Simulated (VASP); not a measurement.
Crystal: MnS.

```xyz
2
Lattice="0.0000 2.6045 2.6045 2.6045 0.0000 2.6045 2.6045 2.6045 0.0000" Properties=species:S:1:pos:R:3 pbc="T T T"
Mn    0.0000    0.0000    0.0000
S     2.6045    2.6045    2.6045
```

Base run:

- Program: VASP 6.6.1
- Functional: PBEsol
- Potentials or basis: VASP PAW PBE potentials, release 64 (Mn_sv, S)
- Cutoff: 600 eV
- k mesh: 7 × 7 × 7
- Occupations: fermi-dirac, width 0.05 eV
- Spin: collinear spin, ferromagnetic start
- Starting moments: [1.0, 0.0] μB
- Fixed moment: 1 μB

Its results: pressure -24.5 GPa; site moments Mn +1.00; S -0.02 μB.

**Question.** The run is repeated on the same cell with these changes: fixed moment from 1 μB to 5 μB; moments at the start from [1.0, 0.0] to [5.0, 0.0]. What comes out?

**Answer.** Pressure -3.9 GPa; site moments Mn +4.19; S +0.16 μB.

Caveats: the cell stands under tension; the PAW data sets were made with another functional, which shifts forces and pressure a little; the total moment is fixed, so each spin has its own Fermi level; a cell with one magnetic atom can't hold antiferromagnetic order, which such compounds often take.
